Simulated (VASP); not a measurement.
A run of VASP 6.6.1:

File INCAR:

```
PREC = Accurate ; ENCUT = 520
EDIFF = 1E-6 ; ISMEAR = 0
SIGMA = 0.05 ; LREAL = F
LASPH = T ; NELM = 60
ALGO = Normal ; ISIF = 2
LWAVE = F ; LCHARG = F
GGA = PE ; NBANDS = 16
```

The input KPOINTS:

```
Automatic mesh
0
Gamma
  10 10 10
```

The input POSCAR:

```
CdSe
1.0
    0.0000000000      3.0702711986      3.0702711986
    3.0702711986      0.0000000000      3.0702711986
    3.0702711986      3.0702711986      0.0000000000
Cd Se
1 1
Direct
    0.0000000000      0.0000000000      0.0000000000
    0.8134653108      0.7288448964      0.7288448964
```

Potentials or basis: VASP PAW PBE potentials, release 64 (Cd, Se).

Run with:

```sh
$ cat potpaw_PBE.64/Cd/POTCAR potpaw_PBE.64/Se/POTCAR > POTCAR
$ mpirun -np 1 vasp_std > vasp.out
```

Hardware: 1 thread of AMD EPYC 7R13 (shared host).

Question: Estimate the wall time of this run.

Answer: Wall time 2.5 min on 1 thread of AMD EPYC 7R13, on a shared host, peak memory 0.23 GiB. Counts: scf iterations 12, k points 116.
